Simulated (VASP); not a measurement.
Mo: single point with PBE

Crystal: Mo.

```
Mo
1.0
    -1.58002    1.58002    1.58002
     1.58002   -1.58002    1.58002
     1.58002    1.58002   -1.58002
Mo
1
Direct
  0.00000 0.00000 0.00000
```

```json
{
 "Program": "VASP 6.6.1",
 "Task": "single point",
 "Functional": "PBE",
 "Potentials or basis": "VASP PAW PBE potentials, release 64 (Mo_sv)",
 "Cutoff": "500 eV",
 "k mesh": "9 × 9 × 9",
 "Occupations": "fermi-dirac, width 0.1 eV",
 "Spin": "no spin polarisation",
 "Dipole correction": "no",
 "Further INCAR settings": "ALGO = Normal; EDIFF = 1e-06; NBANDS = 13"
}
```

```
Pressure               : 0.6 GPa
Band gap on the k mesh : zero (band 7 reaches 15.66 eV, above the bottom of band 8 at 11.09 eV)
```

Levels at points of the mesh, in eV from the Fermi level:
| k point | band 4 | band 5 | band 6 | band 7 | band 8 | band 9 | band 10 | band 11 |
| --- | --- | --- | --- | --- | --- | --- | --- | --- |
| (0.00, 0.00, 0.00) | -34.56 | -7.19 | -1.33 | -1.33 | -1.33 | 1.66 | 1.66 | 14.84 |

Wall time 11 s on 1 thread of AMD EPYC 7R43 64-Core Processor (Zen 3) (shared host), peak memory 0.09 GiB.
